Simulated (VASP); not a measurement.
# Cd (I4_1/amd) in VASP: further runs

Cd is run at these levels: PBE; tasks: single point.

All numbers are computed with VASP 6.6.1; they aren't measurements. Logs are shortened: lines on timing, memory, paths and dates and some standing lists are left out, and cuts for length are marked.

## (1) The cell of the first run

Symmetry: I4_1/amd, No. 141, tetragonal system. The conventional cell has a = 4.295 Å, b = 4.295 Å, c = 2.243 Å, α = 90.00°, β = 90.00°, γ = 90.00°. Cd (site symmetry -4m2) has 10 Cd at 2.22 to 2.73 Å within 2.9 Å.

## (2) Single point, PBE (volume scaled by 0.4)

The input, INCAR:

```
PREC = Accurate
ENCUT = 520
EDIFF = 1E-6
ISMEAR = -1
SIGMA = 0.1
LREAL = False
LASPH = True
NELM = 100
ALGO = Normal
ISIF = 2
LWAVE = False
LCHARG = False
GGA = PE
NBANDS = 19
```

The input, KPOINTS:

```
regular mesh
0
Gamma
  14 14 14
```

The input, POSCAR:

```
Cd
1.0
   -2.1472665741      2.1472665741      1.1216487207
    2.1472665741     -2.1472665741      1.1216487207
    2.1472665741      2.1472665741     -1.1216487207
Cd
2
Direct
   -0.3750000000     -0.1250000000     -0.2500000000
    0.3750000000      0.1250000000      0.2500000000
```

Potentials or basis: VASP PAW PBE potentials, release 64 (Cd).

Launch:

```sh
$ cat potpaw_PBE.64/Cd/POTCAR > POTCAR
$ mpirun -np 1 vasp_std > vasp.out
```

OUTCAR:

```text
PREC = Accurate
   ENCUT = 520
   EDIFF = 1E-6
   ISMEAR = -1
   LREAL = False
   LASPH = True
   NELM = 100
   ISIF = 2
   GGA = PE

 ion  position               nearest neighbor table
   1  0.625  0.875  0.750-   2 2.22   2 2.22   2 2.22   2 2.22   2 2.73   2 2.73   2 2.73   2 2.73
                             2 3.53   2 3.53
   2  0.375  0.125  0.250-   1 2.22   1 2.22   1 2.22   1 2.22   1 2.73   1 2.73   1 2.73   1 2.73
                             1 3.53   1 3.53

  LATTYP: Found a body centered tetragonal cell.
 ALAT       =     4.2945331482
 C/A-ratio  =     0.5223611890

  Lattice vectors:

 A1 = (  -2.1472665741,   2.1472665741,   1.1216487207)
 A2 = (   2.1472665741,  -2.1472665741,   1.1216487207)
 A3 = (   2.1472665741,   2.1472665741,  -1.1216487207)

Analysis of symmetry for initial positions (statically):
=====================================================================
 Subroutine PRICEL returns:
 Original cell was already a primitive cell.

 Routine SETGRP: Setting up the symmetry group for a
 body centered tetragonal supercell.

 Subroutine GETGRP returns: Found 16 space group operations
 (whereof  4 operations were pure point group operations)
 out of a pool of 16 trial point group operations.

The static configuration has the point symmetry C_2h.
 The point group associated with its full space group is D_4h.

Analysis of symmetry for dynamics (positions and initial velocities):
=====================================================================
 Subroutine PRICEL returns:
 Original cell was already a primitive cell.

 Routine SETGRP: Setting up the symmetry group for a
 body centered tetragonal supercell.

 Subroutine GETGRP returns: Found 16 space group operations
 (whereof  4 operations were pure point group operations)
 out of a pool of 16 trial point group operations.

The dynamic configuration has the point symmetry C_2h.
 The point group associated with its full space group is D_4h.

 Subroutine INISYM returns: Found 16 space group operations
 (whereof  4 operations are pure point group operations),
 and found     1 'primitive' translations

----------------------------------------------------------------------------------------

                                     Primitive cell

  volume of cell :      20.6866

  direct lattice vectors                    reciprocal lattice vectors
    -2.147266574  2.147266574  1.121648721     0.000000000  0.232854181  0.445772362
     2.147266574 -2.147266574  1.121648721     0.232854181  0.000000000  0.445772362
     2.147266574  2.147266574 -1.121648721     0.232854181  0.232854181  0.000000000

  length of vectors
     3.237221545  3.237221545  3.237221545     0.502925510  0.502925510  0.329305541

  position of ions in fractional coordinates (direct lattice)
     0.625000000  0.875000000  0.750000000
     0.375000000  0.125000000  0.250000000

  ion indices of the primitive-cell ions
   primitive index   ion index
                 1           1
                 2           2

----------------------------------------------------------------------------------------

 KPOINTS: regular mesh

Automatic generation of k-mesh.
 Grid dimensions read from file:
 generate k-points for:   14   14   14

 Generating k-lattice:

  Cartesian coordinates                     Fractional coordinates (reciprocal lattice)
     0.000000000  0.016632442  0.031840883     0.071428571  0.000000000  0.000000000
     0.016632442  0.000000000  0.031840883     0.000000000  0.071428571  0.000000000
     0.016632442  0.016632442  0.000000000     0.000000000  0.000000000  0.071428571

  Length of vectors
     0.035923251  0.035923251  0.023521824

  Shift w.r.t. Gamma in fractional coordinates (k-lattice)
     0.000000000  0.000000000  0.000000000

 Subroutine IBZKPT returns following result:
 ===========================================

 Found    244 irreducible k-points:

 Following reciprocal coordinates:
            Coordinates               Weight
  0.000000  0.000000  0.000000      1.000000
  0.071429  0.000000  0.000000      8.000000
  0.142857  0.000000  0.000000      8.000000
  0.214286  0.000000 -0.000000      8.000000
  0.285714  0.000000 -0.000000      8.000000
  0.357143 -0.000000  0.000000      8.000000
[... 16 lines left out ...]
  0.214286  0.142857  0.000000     16.000000
  0.285714  0.142857 -0.000000     16.000000
 [... further k-points ...]
   k-points           NKPTS =    244   k-points in BZ     NKDIM =    244   number of bands    NBANDS=     19
   number of dos      NEDOS =    301   number of ions     NIONS =      2
   total plane-waves  NPLWV =  13824
   dimension x,y,z NGX =    24 NGY =   24 NGZ =   24
   dimension x,y,z NGXF=    48 NGYF=   48 NGZF=   48
   ions per type =               2
   NGX,Y,Z   is equivalent  to a cutoff of  12.33, 12.33, 12.33 a.u.
   NGXF,Y,Z  is equivalent  to a cutoff of  24.65, 24.65, 24.65 a.u.
 SYSTEM =  unknown system
   PREC   = accura    normal or accurate (medium, high low for compatibility)
   ISTART =      0    job   : 0-new  1-cont  2-samecut
   ICHARG =      2    charge: 1-file 2-atom 10-const
   ISPIN  =      1    spin polarized calculation?
   LNONCOLLINEAR =      F non collinear calculations
   LSORBIT =      F    spin-orbit coupling
   LASPH  =      T    aspherical Exc in radial PAW
   ENCUT  =  520.0 eV  38.22 Ry    6.18 a.u.   6.02  6.02  6.02*2*pi/ulx,y,z
   NELM   =    100;   NELMIN=  2; NELMDL= -5     # of ELM steps
   EDIFF  = 0.1E-05   stopping-criterion for ELM
   LREAL  =      F    real-space projection
   EDIFFG = 0.1E-04   stopping-criterion for IOM
   NSW    =      0    number of steps for IOM
   IBRION =     -1    ionic relax: 0-MD 1-quasi-New 2-CG
   NFREE  =      0    steps in history (QN), initial steepest desc. (CG)
   ISIF   =      2    stress and relaxation
   ISYM   =      2    0-nonsym 1-usesym 2-fastsym
   POTIM  = 0.5000    time-step for ionic-motion
   TEBEG  =    0.0;   TEEND  =   0.0 temperature during run
   PSTRESS=    0.0 pullay stress
   NELECT =      24.0000    total number of electrons
   NUPDOWN=      -1.0000    fix difference up-down
   EMIN   =  10.00;   EMAX   =-10.00  energy-range for DOS
   EFERMI =   0.00;   METHOD = LEGACY
   ISMEAR =    -1;   SIGMA  =   0.10  broadening in eV -4-tet -1-fermi 0-gaus
   EFERMI_NEDOS =   21; number of points for ismear=-14 and -15
   IALGO  =     38    algorithm
   IMIX   =      4    mixing-type and parameters
     AMIX     =   0.40;   BMIX     =  1.00
     AMIX_MAG =   1.60;   BMIX_MAG =  1.00
  volume/ion in A,a.u.               =      10.34        69.80
  Fermi-wavevector in a.u.,A,eV,Ry     =   1.720213  3.250732 40.261462  2.959134
  Thomas-Fermi vector in A             =   2.796695
   LORBIT       =      0    0 simple, 1 ext, 2 COOP (PROOUT), +10 PAW based schemes
   GGA     = PE    functional components
   LHFCALC =     F    Hartree Fock is set to
   AEXX    =    0.0000 exact exchange contribution
   IVDW    =     0    specifies the selected vdW correction
   LEPSILON=     F    determine dielectric tensor
   LRPA    =     F    only Hartree local field effects (RPA)
 non-spin polarized calculation
  energy-cutoff  :      520.00
  volume of cell :       20.69
 maximum number of plane-waves:       570
   NGX = 11   NGY = 11   NGZ = 11

 number of electron      23.9999990 magnetization

 Free energy of the ion-electron system (eV)
  ---------------------------------------------------
  ext. energy  EPLUGINS =         0.00000000
  ---------------------------------------------------
  free energy    TOTEN  =        13.04220882 eV

  energy without entropy =       13.05739145  energy(sigma->0) =       13.04980014

 E-fermi :  12.5783     XC(G=0): -15.4963

 val. band max:       12.5780843860   @ k =  -0.3571   0.5000   0.3571
 cond. band min:      12.5820566998   @ k =  -0.2857  -0.4286   0.2143
 fundamental gap:      0.0039723138
 Fermi energy:        12.5783324914

 k-point     1 :       0.0000    0.0000    0.0000
  band No.  band energies     occupation
      1      -5.4740      2.00000
      2      -5.1441      2.00000
      3      -4.8916      2.00000
      4      -4.1743      2.00000
      5      -3.9321      2.00000
      6       0.2444      2.00000
[... 11 lines left out ...]
     18      34.5394      0.00000
     19      35.0155      0.00000

 k-point     2 :       0.0714    0.0000    0.0000
  band No.  band energies     occupation
      1      -5.3618      2.00000
      2      -4.9010      2.00000
      3      -4.8398      2.00000
      4      -3.9038      2.00000
      5      -3.7700      2.00000
      6      -0.3110      2.00000
[... 11 lines left out ...]
     18      31.8877      0.00000
     19      32.2866      0.00000

 k-point     3 :       0.1429    0.0000    0.0000
  band No.  band energies     occupation
      1      -5.0439      2.00000
      2      -4.7066      2.00000
      3      -4.2500      2.00000
      4      -3.2736      2.00000
      5      -3.1722      2.00000
      6      -1.1581      2.00000
[... 11 lines left out ...]
     18      28.6121      0.00000
     19      30.0221      0.00000

 k-point     4 :       0.2143    0.0000   -0.0000
  band No.  band energies     occupation
      1      -4.5957      2.00000
      2      -4.4662      2.00000
      3      -3.7818      2.00000
      4      -2.3768      2.00000
      5      -2.2463      2.00000
      6      -2.0346      2.00000
[... 11 lines left out ...]
     18      26.7814      0.00000
     19      29.3113      0.00000

 k-point     5 :       0.2857    0.0000   -0.0000
  band No.  band energies     occupation
      1      -4.3345      2.00000
      2      -4.2572      2.00000
      3      -3.7157      2.00000
      4      -2.5890      2.00000
      5      -2.2376      2.00000
      6      -1.3998      2.00000
[... 11 lines left out ...]
     18      25.9124      0.00000
     19      27.6647      0.00000
[... 334 lines left out ...]
      2      -5.0478      2.00000
      3      -4.8385      2.00000
      4      -4.1934      2.00000
      5      -3.9415      2.00000
      6       0.2271      2.00000
[... 11 lines left out ...]
     18      34.1576      0.00000
     19      34.5478      0.00000

 k-point    22 :       0.1429    0.1429    0.0000
  band No.  band energies     occupation
      1      -4.5238      2.00000
      2      -4.1136      2.00000
      3      -3.7814      2.00000
      4      -2.6286      2.00000
      5      -2.2964      2.00000
      6      -1.2819      2.00000
[... 11 lines left out ...]
     18      27.0918      0.00000
     19      27.7749      0.00000

 k-point    23 :       0.2143    0.1429    0.0000
  band No.  band energies     occupation
      1      -4.6838      2.00000
      2      -4.2284      2.00000
      3      -3.5764      2.00000
      4      -2.6126      2.00000
      5      -2.3024      2.00000
      6      -1.5705      2.00000
[... 11 lines left out ...]
     18      24.9509      0.00000
     19      28.3239      0.00000

 k-point    24 :       0.2857    0.1429   -0.0000
  band No.  band energies     occupation
      1      -4.9119      2.00000
      2      -4.5948      2.00000
      3      -3.1404      2.00000
      4      -2.8813      2.00000
      5      -2.1571      2.00000
      6      -1.8003      2.00000
[... 11 lines left out ...]
     18      25.4150      0.00000
     19      29.5010      0.00000

 [... further k-points ...]
[... 5 lines left out ...]
  --------------------------------------------------------------------------------------
  -------------------------------------------------------------------------------------
  Total       49.8638497     49.8638497     49.8940796     -0.0000000     -0.0000000      0.0000000
  in kB     3861.9585049   3861.9585049   3864.2998128     -0.0000000     -0.0000000      0.0000000
  external PRESSURE =    3862.7389409 kB  Pullay stress =       0.0000000 kB

 VOLUME and BASIS-vectors are now :
 -----------------------------------------------------------------------------
  energy-cutoff  :      520.00
  volume of cell :       20.69
      direct lattice vectors                 reciprocal lattice vectors
    -2.147266574  2.147266574  1.121648721     0.000000000  0.232854181  0.445772362
     2.147266574 -2.147266574  1.121648721     0.232854181  0.000000000  0.445772362
     2.147266574  2.147266574 -1.121648721     0.232854181  0.232854181  0.000000000

 POSITION                                       TOTAL-FORCE (eV/Angst)
 -----------------------------------------------------------------------------------
      2.14727      1.07363      0.84124        -0.000000      0.000000      0.000000
     -0.00000      1.07363      0.28041         0.000000     -0.000000     -0.000000
 -----------------------------------------------------------------------------------
    total drift:                               -0.000000      0.000000      0.000000

  FREE ENERGIE OF THE ION-ELECTRON SYSTEM (eV)
  ---------------------------------------------------
  free  energy   TOTEN  =        13.0422088204 eV

  energy  without entropy=       13.0573914539  energy(sigma->0) =       13.04980014
```

Wall time 51 s (1 thread of AMD EPYC 7R13 (Zen 3), shared host); peak memory 0.17 GiB.

What came out:

| Item | Value |
| --- | --- |
| Free energy | 13.0422 eV |
| Pressure | 386.3 GPa |
| Band gap on the k mesh | zero (band 12 reaches 17.96 eV, above the bottom of band 13 at 11.03 eV) |

## (3) Single point, PBE (volume scaled by 0.45)

The input, INCAR:

```
SYSTEM = Cd
  PREC = Accurate
  ENCUT = 520
  EDIFF = 1E-6
  ISMEAR = -1
  SIGMA = 0.1
  LREAL = .FALSE.
  LASPH = .TRUE.
  NELM = 100
  ALGO = Normal
  ISIF = 2
  LWAVE = .FALSE.
  LCHARG = .FALSE.
  GGA = PE
  NBANDS = 19
```

The input, KPOINTS:

```
Automatic mesh
0
G
  14 14 14
  0 0 0
```

The input, POSCAR:

```
Cd
1.0
   -2.2368691420      2.2368691420      1.1627869747
    2.2368691420     -2.2368691420      1.1627869747
    2.2368691420      2.2368691420     -1.1627869747
Cd
2
Direct
   -0.3750000000     -0.1250000000     -0.2500000000
    0.3750000000      0.1250000000      0.2500000000
```

Potentials or basis: VASP PAW PBE potentials, release 64 (Cd).

Launch:

```sh
$ cat potpaw_PBE.64/Cd/POTCAR > POTCAR
$ mpirun -np 1 vasp_std > vasp.out
```

It took 86 s on 1 thread of AMD EPYC 7R13 (Zen 3), shared host; peak memory 0.19 GiB.

Results (log left out):

| Property | Result |
| --- | --- |
| Free energy | 8.0517 eV |
| Pressure | 244.5 GPa |
| Band gap on the k mesh | zero (band 12 reaches 15.36 eV, above the bottom of band 13 at 8.63 eV) |

Stress tensor (GPa, compression positive):
```
244.30   0.00   0.00
  0.00 244.30   0.00
  0.00   0.00 244.90
```

Levels at points of the mesh, in eV from the Fermi level:
| k point | band 9 | band 10 | band 11 | band 12 | band 13 | band 14 | band 15 | band 16 |
| --- | --- | --- | --- | --- | --- | --- | --- | --- |
| (0.00, 0.00, 0.00) | -11.27 | -10.21 | -9.13 | -0.04 | -0.04 | 7.99 | 8.93 | 14.68 |
| (0.50, 0.00, 0.00) | -10.34 | -9.90 | -4.96 | -0.79 | 2.45 | 3.02 | 8.16 | 8.40 |
| (0.50, 0.50, 0.00) | -10.74 | -10.74 | -9.54 | -9.54 | 7.03 | 7.03 | 9.44 | 9.44 |
| (0.50, 0.50, 0.50) | -11.11 | -11.11 | -7.36 | -7.36 | -1.68 | -1.68 | 16.52 | 16.52 |

(Continued in part 2 of 2.)
